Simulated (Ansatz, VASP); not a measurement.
**LiMg6Mo: VASP beside Ansatz**

```
Li Mg Mo
1.0
     3.67916    2.12416    3.49320
    -3.67916    2.12416    3.49320
     0.00000   -4.24833    3.49320
Li Mg Mo
1 6 1
Direct
  0.00000 0.00000 0.00000
  0.25874 0.49712 0.01024
  0.01024 0.25874 0.49712
  0.49712 0.01024 0.25874
  0.74126 0.50288 0.98976
  0.98976 0.74126 0.50288
  0.50288 0.98976 0.74126
  0.50000 0.50000 0.50000
```

Alike in both runs: functional PBE; k mesh 6 × 6 × 6; occupations gaussian, width 0.1 eV; no spin polarisation.

Ansatz relaxed the structure, and its values are those at the end. VASP's run is a single point on that final structure, the one shown.

|  | VASP | Ansatz |
| --- | --- | --- |
| version | VASP 6.6.1 | Ansatz 0.2.0 |
| potentials or method | VASP PAW PBE potentials, release 64 (Li_sv, Mg, Mo_sv), cutoff 520 eV | scalar-relativistic, plane waves, PAW |
| valence electrons in the cell | 29 | 77 |

```csv
,VASP,Ansatz,Ansatz less VASP
gap on the k mesh at the Fermi level (eV),none,none,-
rms of the force components (eV/Å),0.003,0.003,+0.0003
```

A gap of «none» marks a metal or a gap that the smearing closes. With one functional, cell and mesh, what is left measures potentials, basis and numerics. VASP's potentials hold 29 valence electrons a cell and Ansatz's 77, so a difference there can come from the potentials and not from the codes.

Noted on VASP's run: the cutoff is short for stress, so the pressure is rough.
